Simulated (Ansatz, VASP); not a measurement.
**One calculation of KCl, two programs**

The input POSCAR:

```
KCl
1.0
    0.0000000000      3.1448471320      3.1448471320
    3.1448471320      0.0000000000      3.1448471320
    3.1448471320      3.1448471320      0.0000000000
K Cl
1 1
Direct
    0.0000000000      0.0000000000      0.0000000000
    0.5000000000      0.5000000000      0.5000000000
```

INCAR.step1

```
SYSTEM = KCl
PREC = Accurate
ENCUT = 520
EDIFF = 1E-5
ISMEAR = 0
SIGMA = 0.01
LREAL = .False.
LASPH = .True.
NELM = 100
ALGO = Normal
ISIF = 2
LWAVE = .True.
LCHARG = .False.
NBANDS = 15
GGA = PE
```

File INCAR.step2:

```
SYSTEM = KCl
PREC = Accurate
ENCUT = 520
EDIFF = 1E-7
ISMEAR = 0
SIGMA = 0.01
LREAL = .False.
LASPH = .True.
NELM = 100
ALGO = Normal
ISIF = 2
LWAVE = .False.
LCHARG = .False.
GGA = PE
LHFCALC = .True.
HFSCREEN = 0.2079
PRECFOCK = Normal
NBANDS = 15
ISTART = 1
```

KPOINTS

```
Automatic mesh
0
Gamma
  4 4 4
  0 0 0
```

Input for Ansatz:

```yaml
crystal:
  lattice:
    - [0.0, 3.144847132, 3.144847132]
    - [3.144847132, 0.0, 3.144847132]
    - [3.144847132, 3.144847132, 0.0]
  atoms:
    - { symbol: K, position: [0.0, 0.0, 0.0] }
    - { symbol: Cl, position: [0.5, 0.5, 0.5] }
kpoints:
  mp_grid: { grid: [4, 4, 4] }
hamiltonian:
  xc: hse06
scf:
  occupations: { method: fixed }
  n_extra_bands: 4
  exx: { singularity: wigner_seitz }
output:
  forces: true
  stress: true
  eigenvalues: true
```

Alike in both runs: task single point; functional HSE06; k mesh 4 × 4 × 4; no spin polarisation.

|  | VASP | Ansatz |
| --- | --- | --- |
| version | VASP 6.6.1 | Ansatz 0.2.0 |
| potentials or method | VASP PAW PBE potentials, release 64 (K_sv, Cl) | plane waves |
| plane-wave cutoff (eV) | 520 | 420 |
| occupations | gaussian, width 0.01 eV | fixed |
| valence electrons in the cell | 16 | 16 |

|  | VASP | Ansatz | Ansatz less VASP |
| --- | --- | --- | --- |
| gap on the k mesh at the Fermi level (eV) | 6.50 | 6.51 | +0.003 |
| pressure (GPa) | 0.5 | 0.5 | -0.03 |

Ansatz's warnings: stress exchange threshold loose, stress scf threshold loose.

The k mesh is coarse, so the values compare programs but aren't converged.
